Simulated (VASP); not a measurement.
Input of a VASP 6.6.1 run:

File INCAR:

```
SYSTEM = CdAu
PREC = Accurate
ENCUT = 500
EDIFF = 1E-6
ISMEAR = -1
SIGMA = 0.0272
LREAL = .False.
LASPH = .True.
NELM = 120
ALGO = Normal
ISIF = 2
LWAVE = .False.
LCHARG = .False.
NBANDS = 18
GGA_COMPAT = .False.
```

File KPOINTS:

```
regular mesh
0
Gamma
  8 8 8
  0 0 0
```

Contents of POSCAR:

```
CdAu
1.0
    3.3200000000      0.0000000000      0.0000000000
    0.0000000000      3.3200000000      0.0000000000
    0.0000000000      0.0000000000      3.3200000000
Cd Au
1 1
Direct
    0.5000000000      0.5000000000      0.5000000000
    0.0000000000      0.0000000000      0.0000000000
```

Potentials or basis: VASP PAW LDA potentials, release 64 (Cd, Au).

Command:

```bash
$ cat potpaw_LDA.64/Cd/POTCAR potpaw_LDA.64/Au/POTCAR > POTCAR
$ mpirun -np 1 vasp_std > vasp.out
```

(1) Estimate the pressure.

Results:

(1) -3.4 GPa.
